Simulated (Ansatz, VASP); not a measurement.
**Cu: VASP beside Ansatz**

```
Cu
1.0
    -1.61146    1.61146    1.33992
     1.61146   -1.61146    1.33992
     1.61146    1.61146   -1.33992
Cu
1
Direct
  0.00000 0.00000 0.00000
```

Alike in both runs: task single point; functional PBE; k mesh 24 × 24 × 24; occupations gaussian, width 0.15 eV; no spin polarisation.

|  | VASP | Ansatz |
| --- | --- | --- |
| version | VASP 6.6.1 | Ansatz 0.2.0 |
| potentials or method | VASP PAW PBE potentials, release 64 (Cu), cutoff 520 eV | scalar-relativistic, plane waves, PAW |
| valence electrons in the cell | 11 | 19 |

VASP gave:

| Quantity | Value |
| --- | --- |
| gap on the k mesh at the Fermi level (eV) | none |
| pressure (GPa) | -12.8 |
| traceless stress, the component that is largest in VASP (GPa) | 1.59 |

What did Ansatz give for the same quantities?

gap on the k mesh at the Fermi level (eV): none; pressure (GPa): -13.4; traceless stress, the component that is largest in VASP (GPa): 1.54.

A gap of «none» marks a metal or a gap that the smearing closes. The functional is the same, so the differences come from potentials, cutoffs and numerics. VASP's potentials hold 11 valence electrons a cell and Ansatz's 19, so a difference there can come from the potentials and not from the codes.
